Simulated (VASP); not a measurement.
Write the native input for VASP 6.6.1 that does the following.

* Task: single point
* Functional: r2SCAN
* Potentials or basis: VASP PAW PBE potentials, release 64 (La, S)
* Cutoff: 520 eV
* k mesh: 4 × 4 × 4
* Occupations: fermi-dirac, width 0.15 eV
* Spin: no spin polarisation
* Dipole correction: no
* Further INCAR settings: ALGO = Normal; EDIFF = 1e-06; NBANDS = 16

Crystal: LaS.

```
CELL_PARAMETERS angstrom
0.00000 2.92700 2.92700
2.92700 0.00000 2.92700
2.92700 2.92700 0.00000
ATOMIC_POSITIONS crystal
La 0.00000 0.00000 0.00000
S 0.50000 0.50000 0.50000
```

One way to write it, as run:

POSCAR

```
LaS
1.0
    0.0000000000      2.9270000000      2.9270000000
    2.9270000000      0.0000000000      2.9270000000
    2.9270000000      2.9270000000      0.0000000000
La S
1 1
Direct
    0.0000000000      0.0000000000      0.0000000000
    0.5000000000      0.5000000000      0.5000000000
```

INCAR.step1

```
ALGO = Normal ; EDIFF = 1E-4
ENCUT = 520 ; GGA = PE
ISMEAR = -1 ; LASPH = True
LCHARG = False ; LREAL = False
LWAVE = True ; NBANDS = 16
NELM = 100 ; PREC = Accurate
SIGMA = 0.15
```

INCAR.step2

```
ALGO = Normal ; EDIFF = 1E-6
ENCUT = 520 ; ISIF = 2
ISMEAR = -1 ; ISTART = 1
LASPH = True ; LCHARG = True
LELF = True ; LMIXTAU = True
LREAL = False ; LVHAR = True
LWAVE = False ; METAGGA = R2SCAN
NBANDS = 16 ; NELM = 100
PREC = Accurate ; SIGMA = 0.15
```

KPOINTS

```
k-points
0
Gamma
  4 4 4
```

Potentials or basis: VASP PAW PBE potentials, release 64 (La, S).

The run is started by

```sh
$ cat potpaw_PBE.64/La/POTCAR potpaw_PBE.64/S/POTCAR > POTCAR
$ cp INCAR.step1 INCAR
$ mpirun -np 1 vasp_std > vasp.out
$ cp INCAR.step2 INCAR
$ mpirun -np 1 vasp_std > vasp.out
```

It gave:

```json
{
 "Pressure": "1.5 GPa"
}
```

Caveat: the k points lie up to 0.46 Å⁻¹ apart; the PAW data sets were made with another functional, which shifts forces and pressure a little.

It took 64 s on 1 thread of Intel Xeon 8259CL (shared host), peak memory 0.19 GiB.
